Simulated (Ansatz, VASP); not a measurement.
**Ti in VASP and in Ansatz**

```
Ti
1.0
     0.02030    2.04015    2.04015
     2.04015    0.02030    2.04015
     2.04015    2.04015    0.02030
Ti
1
Direct
  0.00000 0.00000 0.00000
```

Change from the starting cell: equal xy, yz and zx shear strains of +1 %, PAW files.

Alike in both runs: task electric field gradients; functional PBE; k mesh 15 × 15 × 15; occupations fermi-dirac, width 0.05 eV; no spin polarisation.

|  | VASP | Ansatz |
| --- | --- | --- |
| version | VASP 6.6.1 | Ansatz 0.2.0 |
| potentials or method | VASP PAW PBE potentials, release 64 (Ti_sv) | PAW with Ansatz's default frozen-core files, scalar-relativistic |
| plane-wave cutoff (eV) | 520 | 420 |
| valence electrons in the cell | 12 | 12 |

```csv
,VASP,Ansatz,Ansatz less VASP
pressure (GPa),4.2,4.5,+0.32
"traceless stress, the component that is largest in VASP (GPa)",-0.61,-0.62,-0.006
size of Vzz on the site where it differs most (V/Å²),4.3,4.4,+0.10
```
